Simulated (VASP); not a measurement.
A run of VASP 6.6.1:

File INCAR:

```
PREC     = Accurate       # precision mode
ENCUT    = 520            # plane-wave cutoff, eV
EDIFF    = 1E-7           # SCF threshold, eV
ISMEAR   = 0              # smearing method
SIGMA    = 0.05           # smearing width, eV
LREAL    = F              # projectors in reciprocal space
LASPH    = T              # aspherical terms in the spheres
NELM     = 60             # most SCF steps
ALGO     = Normal         # electronic algorithm
ISIF     = 2              # what is computed and relaxed
LWAVE    = F              # write WAVECAR
LCHARG   = F              # write CHGCAR
GGA      = CA             # functional
NBANDS   = 11             # bands
```

Contents of KPOINTS:

```
Automatic mesh
0
Gamma
  12 12 12
```

The input POSCAR:

```
C
1.0
    0.0000000000      1.8233177691      1.6161888705
    1.8233177691      0.0000000000      1.6161888705
    1.8233177691      1.8233177691      0.0000000000
C
2
Direct
    0.5000000000      0.5000000000      0.5000000000
    0.7500000000      0.7500000000      0.7500000000
```

Potentials or basis: VASP PAW LDA potentials, release 64 (C).

Launch:

```console
$ cat potpaw_LDA.64/C/POTCAR > POTCAR
$ mpirun -np 1 vasp_std > vasp.out
```

Hardware: 1 thread of Intel Xeon 6975P-C, on a shared host.

Problem. How long does it take, and how much memory?

Solution. It took 10 s on 1 thread of Intel Xeon 6975P-C (shared host), peak memory 0.12 GiB. Counts: scf iterations 11, k points 163.
